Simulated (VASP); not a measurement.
CdSe:

```
CELL_PARAMETERS angstrom
0.00000 3.01000 3.01000
3.01000 0.00000 3.01000
3.01000 3.01000 0.00000
ATOMIC_POSITIONS crystal
Cd 0.00000 0.00000 0.00000
Se 0.25000 0.25000 0.25000
```

Base run:

```yaml
Program: VASP 6.6.1
Functional: PBE
Potentials_or_basis: VASP PAW PBE potentials, release 64 (Cd, Se)
Cutoff: 500 eV
k_mesh: 8 × 8 × 8
Occupations: gaussian, width 0.01 eV
Spin: no spin polarisation
```

Its results: band gap on the k mesh 0.67 eV; pressure 5.1 GPa.

Q: The run is repeated on the same cell with these changes: functional from PBE to LDA; potentials or basis from VASP PAW PBE potentials, release 64 (Cd, Se) to VASP PAW LDA potentials, release 64 (Cd, Se). What comes out?

A: Band gap on the k mesh 0.43 eV; pressure 0.1 GPa.

Caveats: the cell stands under pressure (at least some runs).

